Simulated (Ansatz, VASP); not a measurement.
# Be in VASP and in Ansatz

```xyz
4
Lattice="3.6085 0.0000 0.0000 -1.8043 3.1251 0.0000 0.0000 0.0000 3.6396" Properties=species:S:1:pos:R:3 pbc="T T T"
Be    0.0000    0.0000    0.9099
Be    0.0000    0.0000    2.7297
Be    0.0000    2.0834    2.7297
Be    1.8043    1.0417    0.9099
```

Alike in both runs: functional PBEsol; k mesh 9 × 9 × 4; occupations gaussian, width 0.1 eV; no spin polarisation.

Ansatz relaxed the structure, and its values are those at the end. VASP's run is a single point on that final structure, the one shown.

```csv
,VASP,Ansatz
version,VASP 6.6.1,Ansatz 0.2.0
potentials or method,"VASP PAW PBE potentials, release 64 (Be), cutoff 600 eV","scalar-relativistic, plane waves, PAW"
valence electrons in the cell,8,8
```

|  | VASP | Ansatz | Ansatz less VASP |
| --- | --- | --- | --- |
| gap on the k mesh at the Fermi level (eV) | none | none | - |
| pressure (GPa) | 0.3 | 0.1 | -0.21 |

VASP's potentials were made for PBE, not for PBEsol. A gap of «none» marks a metal or a gap that the smearing closes.

The k mesh is coarse, so the values compare programs but aren't converged.
